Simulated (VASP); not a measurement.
Input of a VASP 6.6.1 run:

Contents of INCAR:

```
SYSTEM = KCl
  PREC = Accurate
  ENCUT = 520
  EDIFF = 1E-6
  ISMEAR = -1
  SIGMA = 0.02
  LREAL = .False.
  LASPH = .True.
  NELM = 100
  ALGO = Normal
  ISIF = 2
  LWAVE = .False.
  LCHARG = .False.
  GGA = PE
  NBANDS = 15
```

The input KPOINTS:

```
Automatic mesh
0
Gamma
  7 7 7
  0 0 0
```

File POSCAR:

```
KCl
1.0
    3.5613200000      0.0000000000      0.0000000000
    0.0000000000      3.5613200000      0.0000000000
    0.0000000000      0.0000000000      3.6340000000
K Cl
1 1
Direct
    0.0000000000      0.0000000000      0.0000000000
    0.5000000000      0.5000000000      0.5000000000
```

Potentials or basis: VASP PAW PBE potentials, release 64 (K_sv, Cl).

Run with:

```bash
$ cat potpaw_PBE.64/K_sv/POTCAR potpaw_PBE.64/Cl/POTCAR > POTCAR
$ mpirun -np 1 vasp_std > vasp.out
```

**Question.** Estimate the pressure.

**Answer.** 6.2 GPa.

**Question.** Predict the band gap on the k mesh.

**Answer.** 5.78 eV, indirect (least direct gap 5.98 eV).

Stress tensor (GPa, compression positive):
```
6.61 0.00 0.00
0.00 6.61 0.00
0.00 0.00 5.51
```

Caveat: the cell differs from its parent crystal (equal xx and yy strain of -2 %). A k mesh can miss the band edges.
